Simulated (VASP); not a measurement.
Input of a VASP 6.6.1 run:

File INCAR:

```
SYSTEM = Sb
  PREC = Accurate
  ENCUT = 520
  EDIFF = 1E-6
  ISMEAR = -1
  SIGMA = 0.05
  LREAL = .False.
  LASPH = .True.
  NELM = 100
  ALGO = Normal
  ISIF = 2
  LWAVE = .False.
  LCHARG = .False.
  GGA = RP
  NBANDS = 12
```

The input KPOINTS:

```
regular mesh
0
Gamma
  9 9 5
  0 0 0
```

File POSCAR:

```
Sb
1.0
    3.3545324186      0.0000000000      0.0000000000
   -1.6772662093      2.9051102923      0.0000000000
    0.0000000000      0.0000000000      5.4701606500
Sb
2
Direct
    0.6666666667      0.3333333333      0.7500000000
    0.3333333333      0.6666666667      0.2500000000
```

Potentials or basis: VASP PAW PBE potentials, release 64 (Sb).

Command:

```sh
$ cat potpaw_PBE.64/Sb/POTCAR > POTCAR
$ mpirun -np 1 vasp_std > vasp.out
```

(1) Estimate the pressure.

(2) Estimate the band gap on the k mesh.

Answers

(1) 2.6 GPa.

(2) zero (band 5 reaches 12.94 eV, above the bottom of band 6 at 5.99 eV).

Caveat: the PAW data sets were made with another functional, which shifts forces and pressure a little; spin-orbit coupling is left out, which moves the levels of the heavy elements.
